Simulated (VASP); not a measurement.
# TeW2 (Fm-3m) in VASP: further runs

The runs below take TeW2 through single point, relaxation of cell and atoms, with PBE.

All numbers are computed with VASP 6.6.1; they aren't measurements. Logs are shortened: lines on timing, memory, paths and dates and some standing lists are left out, and cuts for length are marked.

## (1) The cell of the first run

It takes space group Fm-3m (No. 225, cubic). Conventional cell: a = 6.248 Å, b = 6.248 Å, c = 6.248 Å, α = 90.00°, β = 90.00°, γ = 90.00°. Within 3.6 Å of Te (site symmetry m-3m) lie 8 W at 2.71 Å. Within 3.6 Å of W (site symmetry -43m) lie 4 Te at 2.71 Å and 6 W at 3.12 Å.

## (2) Single point, PBE

Input file INCAR:

```
SYSTEM = TeW2
PREC = Accurate ; ENCUT = 520
EDIFF = 1E-6 ; ISMEAR = 0
SIGMA = 0.1 ; LREAL = .False.
LASPH = .True. ; NELM = 100
ALGO = Normal ; ISIF = 2
LWAVE = .False. ; LCHARG = .True.
GGA = PE ; LELF = .True.
LVHAR = .True. ; NBANDS = 24
```

Input file KPOINTS:

```
regular mesh
0
Gamma
  12 12 12
  0 0 0
```

Input file POSCAR:

```
TeW2
1.0
    0.0000000000      3.1240361010      3.1240361010
    3.1240361010      0.0000000000      3.1240361010
    3.1240361010      3.1240361010      0.0000000000
Te W
1 2
Direct
    0.0000000000      0.0000000000      0.0000000000
    0.2500000000      0.2500000000      0.2500000000
    0.7500000000      0.7500000000      0.7500000000
```

Potentials or basis: VASP PAW PBE potentials, release 64 (Te, W_sv).

Started as:

```console
cat potpaw_PBE.64/Te/POTCAR potpaw_PBE.64/W_sv/POTCAR > POTCAR
mpirun -np 1 vasp_std > vasp.out
```

OUTCAR:

```text
SYSTEM = TeW2
   PREC = Accurate
   ENCUT = 520
   EDIFF = 1E-6
   ISMEAR = 0
   LREAL = .False.
   LASPH = .True.
   NELM = 100
   ISIF = 2
   GGA = PE

 ion  position               nearest neighbor table
   1  0.000  0.000  0.000-   2 2.71   3 2.71   3 2.71   3 2.71   3 2.71   2 2.71   2 2.71   2 2.71

   2  0.250  0.250  0.250-   1 2.71   1 2.71   1 2.71   1 2.71   3 3.12   3 3.12   3 3.12   3 3.12
                             3 3.12   3 3.12
   3  0.750  0.750  0.750-   1 2.71   1 2.71   1 2.71   1 2.71   2 3.12   2 3.12   2 3.12   2 3.12
                             2 3.12   2 3.12

  LATTYP: Found a face centered cubic cell.
 ALAT       =     6.2480722020

  Lattice vectors:

 A1 = (   0.0000000000,   3.1240361010,   3.1240361010)
 A2 = (   3.1240361010,   0.0000000000,   3.1240361010)
 A3 = (   3.1240361010,   3.1240361010,   0.0000000000)

Analysis of symmetry for initial positions (statically):
=====================================================================
 Subroutine PRICEL returns:
 Original cell was already a primitive cell.

 Routine SETGRP: Setting up the symmetry group for a
 face centered cubic supercell.

 Subroutine GETGRP returns: Found 48 space group operations
 (whereof 48 operations were pure point group operations)
 out of a pool of 48 trial point group operations.

The static configuration has the point symmetry O_h .

Analysis of symmetry for dynamics (positions and initial velocities):
=====================================================================
 Subroutine PRICEL returns:
 Original cell was already a primitive cell.

 Routine SETGRP: Setting up the symmetry group for a
 face centered cubic supercell.

 Subroutine GETGRP returns: Found 48 space group operations
 (whereof 48 operations were pure point group operations)
 out of a pool of 48 trial point group operations.

The dynamic configuration has the point symmetry O_h .

 Subroutine INISYM returns: Found 48 space group operations
 (whereof 48 operations are pure point group operations),
 and found     1 'primitive' translations

----------------------------------------------------------------------------------------

                                     Primitive cell

  volume of cell :      60.9787

  direct lattice vectors                    reciprocal lattice vectors
     0.000000000  3.124036101  3.124036101    -0.160049367  0.160049367  0.160049367
     3.124036101  0.000000000  3.124036101     0.160049367 -0.160049367  0.160049367
     3.124036101  3.124036101  0.000000000     0.160049367  0.160049367 -0.160049367

  length of vectors
     4.418054223  4.418054223  4.418054223     0.277213635  0.277213635  0.277213635

  position of ions in fractional coordinates (direct lattice)
     0.000000000  0.000000000  0.000000000
     0.250000000  0.250000000  0.250000000
     0.750000000  0.750000000  0.750000000

  ion indices of the primitive-cell ions
   primitive index   ion index
                 1           1
                 2           2
                 3           3

----------------------------------------------------------------------------------------

 KPOINTS: regular mesh

Automatic generation of k-mesh.
 Grid dimensions read from file:
 generate k-points for:   12   12   12

 Generating k-lattice:

  Cartesian coordinates                     Fractional coordinates (reciprocal lattice)
    -0.013337447  0.013337447  0.013337447     0.083333333  0.000000000  0.000000000
     0.013337447 -0.013337447  0.013337447     0.000000000  0.083333333  0.000000000
     0.013337447  0.013337447 -0.013337447     0.000000000  0.000000000  0.083333333

  Length of vectors
     0.023101136  0.023101136  0.023101136

  Shift w.r.t. Gamma in fractional coordinates (k-lattice)
     0.000000000  0.000000000  0.000000000

 Subroutine IBZKPT returns following result:
 ===========================================

 Found     72 irreducible k-points:

 Following reciprocal coordinates:
            Coordinates               Weight
  0.000000  0.000000  0.000000      1.000000
  0.083333  0.000000  0.000000      8.000000
  0.166667  0.000000  0.000000      8.000000
  0.250000  0.000000  0.000000      8.000000
  0.333333  0.000000  0.000000      8.000000
  0.416667  0.000000  0.000000      8.000000
[... 16 lines left out ...]
  0.500000  0.166667  0.000000     24.000000
 -0.416667  0.166667  0.000000     24.000000
 [... further k-points ...]
   k-points           NKPTS =     72   k-points in BZ     NKDIM =     72   number of bands    NBANDS=     24
   number of dos      NEDOS =    301   number of ions     NIONS =      3
   total plane-waves  NPLWV =  46656
   dimension x,y,z NGX =    36 NGY =   36 NGZ =   36
   dimension x,y,z NGXF=    72 NGYF=   72 NGZF=   72
   ions per type =               1   2
   NGX,Y,Z   is equivalent  to a cutoff of  13.55, 13.55, 13.55 a.u.
   NGXF,Y,Z  is equivalent  to a cutoff of  27.09, 27.09, 27.09 a.u.
 SYSTEM =  TeW2
   PREC   = accura    normal or accurate (medium, high low for compatibility)
   ISTART =      0    job   : 0-new  1-cont  2-samecut
   ICHARG =      2    charge: 1-file 2-atom 10-const
   ISPIN  =      1    spin polarized calculation?
   LNONCOLLINEAR =      F non collinear calculations
   LSORBIT =      F    spin-orbit coupling
   LASPH  =      T    aspherical Exc in radial PAW
   ENCUT  =  520.0 eV  38.22 Ry    6.18 a.u.   8.21  8.21  8.21*2*pi/ulx,y,z
   NELM   =    100;   NELMIN=  2; NELMDL= -5     # of ELM steps
   EDIFF  = 0.1E-05   stopping-criterion for ELM
   LREAL  =      F    real-space projection
   EDIFFG = 0.1E-04   stopping-criterion for IOM
   NSW    =      0    number of steps for IOM
   IBRION =     -1    ionic relax: 0-MD 1-quasi-New 2-CG
   NFREE  =      0    steps in history (QN), initial steepest desc. (CG)
   ISIF   =      2    stress and relaxation
   ISYM   =      2    0-nonsym 1-usesym 2-fastsym
   POTIM  = 0.5000    time-step for ionic-motion
   TEBEG  =    0.0;   TEEND  =   0.0 temperature during run
   PSTRESS=    0.0 pullay stress
   NELECT =      34.0000    total number of electrons
   NUPDOWN=      -1.0000    fix difference up-down
   EMIN   =  10.00;   EMAX   =-10.00  energy-range for DOS
   EFERMI =   0.00;   METHOD = LEGACY
   ISMEAR =     0;   SIGMA  =   0.10  broadening in eV -4-tet -1-fermi 0-gaus
   EFERMI_NEDOS =   21; number of points for ismear=-14 and -15
   IALGO  =     38    algorithm
   IMIX   =      4    mixing-type and parameters
     AMIX     =   0.40;   BMIX     =  1.00
     AMIX_MAG =   1.60;   BMIX_MAG =  1.00
  volume/ion in A,a.u.               =      20.33       137.17
  Fermi-wavevector in a.u.,A,eV,Ry     =   1.347437  2.546286 24.702549  1.815586
  Thomas-Fermi vector in A             =   2.475188
   LORBIT       =      0    0 simple, 1 ext, 2 COOP (PROOUT), +10 PAW based schemes
   GGA     = PE    functional components
   LHFCALC =     F    Hartree Fock is set to
   AEXX    =    0.0000 exact exchange contribution
   IVDW    =     0    specifies the selected vdW correction
   LEPSILON=     F    determine dielectric tensor
   LRPA    =     F    only Hartree local field effects (RPA)
 non-spin polarized calculation
 Gauss-broadening in eV      SIGMA  =   0.10
  energy-cutoff  :      520.00
  volume of cell :       60.98
 maximum number of plane-waves:      1676
 NGX is ok and might be reduce to    36
   NGX = 17   NGY = 17   NGZ = 17

 number of electron      34.0000000 magnetization

 Free energy of the ion-electron system (eV)
  ---------------------------------------------------
  ext. energy  EPLUGINS =         0.00000000
  ---------------------------------------------------
  free energy    TOTEN  =       -24.31130889 eV

  energy without entropy =      -24.29329386  energy(sigma->0) =      -24.30230137

 E-fermi :   9.8814     XC(G=0): -11.8303

 val. band max:        9.8744220325   @ k =  -0.4167   0.0833   0.0000
 cond. band min:       9.8946708514   @ k =  -0.4167   0.3333   0.1667
 fundamental gap:      0.0202488189
 Fermi energy:         9.8813676644

 k-point     1 :       0.0000    0.0000    0.0000
  band No.  band energies     occupation
      1     -64.1300      2.00000
      2     -64.0983      2.00000
      3     -28.4622      2.00000
      4     -28.4622      2.00000
      5     -28.4622      2.00000
      6     -28.2653      2.00000
[... 16 lines left out ...]
     23      13.9281      0.00000
     24      13.9738      0.00000

 k-point     2 :       0.0833    0.0000    0.0000
  band No.  band energies     occupation
      1     -64.1295      2.00000
      2     -64.0988      2.00000
      3     -28.4600      2.00000
      4     -28.4591      2.00000
      5     -28.4591      2.00000
      6     -28.2695      2.00000
[... 16 lines left out ...]
     23      13.9789      0.00000
     24      14.2546      0.00000

 k-point     3 :       0.1667    0.0000    0.0000
  band No.  band energies     occupation
      1     -64.1279      2.00000
      2     -64.1003      2.00000
      3     -28.4535      2.00000
      4     -28.4499      2.00000
      5     -28.4499      2.00000
      6     -28.2819      2.00000
[... 16 lines left out ...]
     23      14.1467      0.00000
     24      14.6931      0.00000

 k-point     4 :       0.2500    0.0000    0.0000
  band No.  band energies     occupation
      1     -64.1253      2.00000
      2     -64.1028      2.00000
      3     -28.4422      2.00000
      4     -28.4352      2.00000
      5     -28.4352      2.00000
      6     -28.3012      2.00000
[... 16 lines left out ...]
     23      14.3459      0.00000
     24      15.2061      0.00000

 k-point     5 :       0.3333    0.0000    0.0000
  band No.  band energies     occupation
      1     -64.1220      2.00000
      2     -64.1060      2.00000
      3     -28.4261      2.00000
      4     -28.4158      2.00000
      5     -28.4158      2.00000
      6     -28.3254      2.00000
[... 451 lines left out ...]
 k-point    22 :       0.4167    0.1667    0.0000
  band No.  band energies     occupation
      1     -64.1201      2.00000
      2     -64.1078      2.00000
      3     -28.4577      2.00000
      4     -28.4527      2.00000
      5     -28.4278      2.00000
      6     -28.3176      2.00000
[... 16 lines left out ...]
     23      14.0312      0.00000
     24      16.2071      0.00000

 k-point    23 :       0.5000    0.1667    0.0000
  band No.  band energies     occupation
      1     -64.1166      2.00000
      2     -64.1112      2.00000
      3     -28.4560      2.00000
      4     -28.4367      2.00000
      5     -28.4332      2.00000
      6     -28.3091      2.00000
[... 16 lines left out ...]
     23      14.1550      0.00000
     24      16.6081      0.00000

 k-point    24 :      -0.4167    0.1667    0.0000
  band No.  band energies     occupation
      1     -64.1149      2.00000
      2     -64.1129      2.00000
      3     -28.4731      2.00000
      4     -28.4150      2.00000
      5     -28.4089      2.00000
      6     -28.3351      2.00000
[... 16 lines left out ...]
     23      14.2244      0.00000
     24      16.6102      0.00000

 [... further k-points ...]
[... 5 lines left out ...]
  --------------------------------------------------------------------------------------
  -------------------------------------------------------------------------------------
  Total        0.0203177      0.0203177      0.0203177      0.0000000     -0.0000000      0.0000000
  in kB        0.5338346      0.5338346      0.5338346      0.0000000     -0.0000000      0.0000000
  external PRESSURE =       0.5338346 kB  Pullay stress =       0.0000000 kB

 VOLUME and BASIS-vectors are now :
 -----------------------------------------------------------------------------
  energy-cutoff  :      520.00
  volume of cell :       60.98
      direct lattice vectors                 reciprocal lattice vectors
     0.000000000  3.124036101  3.124036101    -0.160049367  0.160049367  0.160049367
     3.124036101  0.000000000  3.124036101     0.160049367 -0.160049367  0.160049367
     3.124036101  3.124036101  0.000000000     0.160049367  0.160049367 -0.160049367

 POSITION                                       TOTAL-FORCE (eV/Angst)
 -----------------------------------------------------------------------------------
      0.00000      0.00000      0.00000         0.000000     -0.000000      0.000000
      1.56202      1.56202      1.56202         0.000000      0.000000      0.000000
      4.68605      4.68605      4.68605        -0.000000     -0.000000     -0.000000
 -----------------------------------------------------------------------------------
    total drift:                                0.000000      0.000000      0.000000

  FREE ENERGIE OF THE ION-ELECTRON SYSTEM (eV)
  ---------------------------------------------------
  free  energy   TOTEN  =       -24.3113088854 eV

  energy  without entropy=      -24.2932938627  energy(sigma->0) =      -24.30230137
```

Run time: 1.7 min. Hardware: 1 thread of AMD EPYC 9R45 (Zen 5), shared host; peak memory 0.22 GiB.

What came out:

| Property | Result |
| --- | --- |
| Free energy | -24.3113 eV |
| Pressure | 0.1 GPa |
| Band gap on the k mesh | zero (band 17 reaches 11.34 eV, above the bottom of band 18 at 9.27 eV) |

Levels at points of the mesh, in eV from the Fermi level:
```
           k point  band 13  band 14  band 15  band 16  band 17  band 18  band 19  band 20  band 21  band 22
(0.00, 0.00, 0.00)    -3.28    -3.28    -0.77     1.46     1.46     1.46     3.54     3.54     4.05     4.05
(0.50, 0.00, 0.00)    -1.68    -1.68    -1.28    -1.17    -0.61    -0.61    -0.58    -0.58     3.31     4.80
(0.50, 0.50, 0.00)    -3.29    -3.08    -2.62    -0.18    -0.18     0.24     0.24     1.73     3.01     3.39
```

Caveat: spin-orbit coupling is left out, which moves the levels of the heavy elements.

## (3) Relaxation of cell and atoms, PBE

This run uses another cell than the first one, of 20.44 Å³/atom, 1.006 times its volume.

Input file INCAR:

```
SYSTEM = TeW2
PREC = Accurate ; ENCUT = 600
EDIFF = 1E-7 ; ISMEAR = 0
SIGMA = 0.1 ; LREAL = .FALSE.
LASPH = .TRUE. ; NELM = 100
ALGO = Normal ; ISIF = 3
LWAVE = .FALSE. ; LCHARG = .FALSE.
GGA = PE ; IBRION = 2
NSW = 100 ; EDIFFG = -0.01
```

Input file KPOINTS:

```
regular mesh
0
G
  12 12 12
  0 0 0
```

Input file POSCAR:

```
TeW2
1.0
    0.0000000000      3.1299451300      3.1299451300
    3.1299451300      0.0000000000      3.1299451300
    3.1299451300      3.1299451300      0.0000000000
Te W
1 2
Direct
    0.0000000000      0.0000000000      0.0000000000
    0.2500000000      0.2500000000      0.2500000000
    0.7500000000      0.7500000000      0.7500000000
```

Potentials or basis: VASP PAW PBE potentials, release 64 (Te, W_sv).

Started as:

```console
cat potpaw_PBE.64/Te/POTCAR potpaw_PBE.64/W_sv/POTCAR > POTCAR
mpirun -np 1 vasp_std > vasp.out
```

Run time: 3.9 min. Hardware: 1 thread of AMD EPYC 9R45 (Zen 5), shared host; peak memory 0.23 GiB.

The run converged. Its results:

* Free energy: -24.3117 eV
* Relaxed volume: 20.34 Å³/atom
* Relaxed cell: a = 4.419 Å, b = 4.419 Å, c = 4.419 Å, α = 60.00°, β = 60.00°, γ = 60.00°
* Space group after relaxing (to 0.05 Å): Fm-3m (No. 225)
* Energy gained by relaxing: 0.3 meV/atom
* Ionic steps: 3
* Pressure after relaxing: 0.0 GPa
* Band gap on the k mesh: zero (band 17 reaches 11.34 eV, above the bottom of band 18 at 9.27 eV)

Step by step:
```tsv
step	energy change (eV)	largest force (eV/Å)	pressure (GPa)	volume (Å³)
1	0.0000	0.0000	-0.88	61.33
2	0.0032	0.0000	1.97	60.34
3	-0.0009	0.0000	0.00	61.01
```

Final structure:
```
Te W
1.0
     0.00000    3.12452    3.12452
     3.12452    0.00000    3.12452
     3.12452    3.12452    0.00000
Te W
1 2
Cartesian
  0.0000 0.0000 0.0000
  1.5623 1.5623 1.5623
  4.6868 4.6868 4.6868
```

Levels at points of the mesh, in eV from the Fermi level:
```
           k point  band 14  band 15  band 16  band 17  band 18  band 19  band 20  band 21
(0.00, 0.00, 0.00)    -3.28    -0.77     1.46     1.46     1.46     3.54     3.54     4.04
(0.50, 0.00, 0.00)    -1.68    -1.28    -1.17    -0.61    -0.61    -0.58    -0.58     3.31
(0.50, 0.50, 0.00)    -3.07    -2.62    -0.18    -0.18     0.24     0.24     1.73     3.01
```

Caveat: spin-orbit coupling is left out, which moves the levels of the heavy elements.

## (4) Single point, PBE

This run uses another cell than the first one, of 20.44 Å³/atom, 1.006 times its volume.

Input file INCAR:

```
SYSTEM = TeW2
PREC = Accurate
ENCUT = 520
EDIFF = 1E-7
ISMEAR = 0
SIGMA = 0.1
LREAL = .FALSE.
LASPH = .TRUE.
NELM = 100
ALGO = Normal
ISIF = 2
LWAVE = .FALSE.
LCHARG = .FALSE.
GGA = PE
NBANDS = 24
```

Input file KPOINTS:

```
regular mesh
0
G
  6 6 6
  0 0 0
```

POSCAR is that of step 3.

Started as:

```console
cat potpaw_PBE.64/Te/POTCAR potpaw_PBE.64/W_sv/POTCAR > POTCAR
mpirun -np 1 vasp_std > vasp.out
```

It took 31 s on 1 thread of AMD EPYC 9R45 (Zen 5), shared host; peak memory 0.17 GiB.

Results (log left out):

- Free energy: -24.2894 eV
- Pressure: -1.0 GPa
- Band gap on the k mesh: zero (band 17 reaches 11.26 eV, above the bottom of band 18 at 9.20 eV)

Levels at points of the mesh, in eV from the Fermi level:
```csv
k point,band 14,band 15,band 16,band 17,band 18,band 19,band 20,band 21
"(0.00, 0.00, 0.00)",-3.25,-0.79,1.46,1.46,1.46,3.52,3.52,4.02
"(0.50, 0.00, 0.00)",-1.66,-1.28,-1.16,-0.60,-0.60,-0.57,-0.57,3.27
"(0.50, 0.50, 0.00)",-3.05,-2.59,-0.18,-0.18,0.24,0.24,1.72,2.99
```

Caveat: spin-orbit coupling is left out, which moves the levels of the heavy elements.

## (5) Overview

| task | cell | k mesh | cutoff (eV) | gap on the mesh (eV) | pressure (GPa) |
| --- | --- | --- | --- | --- | --- |
| single point | a = 4.418 Å, angles 60.0°, 3 atoms | 12 × 12 × 12 | 520 | none | 0.1 |
| relaxation of cell and atoms | relaxed from a = 4.426 Å, angles 60.0°, 3 atoms | 12 × 12 × 12 | 600 | none | 0.0 |
| single point | a = 4.426 Å, angles 60.0°, 3 atoms | 6 × 6 × 6 | 520 | none | -1.0 |

Alike in all rows: level PBE; potentials or basis VASP PAW PBE potentials, release 64 (Te, W_sv); no spin polarisation; smearing gaussian 0.1 eV.

Caveats: spin-orbit coupling is left out, which moves the levels of the heavy elements.

Total energies depend on the potentials used, so only differences within one code and one set of settings carry meaning.
